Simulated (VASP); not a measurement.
The system is CdS (Hawleyite).

```xyz
2
Lattice="0.0000 2.9737 2.9737 2.9737 0.0000 2.9737 2.9737 2.9737 0.0000" Properties=species:S:1:pos:R:3 pbc="T T T"
Cd    0.0000    0.0000    0.0000
S     4.4606    4.4606    4.4606
```

Base run:

```yaml
Program: VASP 6.6.1
Functional: RPBE
Potentials_or_basis: VASP PAW PBE potentials, release 64 (Cd, S)
Cutoff: 520 eV
k_mesh: 8 × 8 × 8
Occupations: fermi-dirac, width 0.05 eV
Spin: no spin polarisation
```

Its results: band gap on the k mesh 1.20 eV, direct; pressure 1.8 GPa.

Task: The run is repeated on the same cell with these changes: functional from RPBE to r2SCAN0; k mesh from 8 × 8 × 8 to 4 × 4 × 4. What comes out?

Result: Band gap on the k mesh 2.99 eV, direct; pressure -2.3 GPa.

Several settings changed at once, so the effect can't be laid on one alone.

Caveats: some runs use coarse meshes; the PAW data sets were made with another functional, which shifts forces and pressure a little.

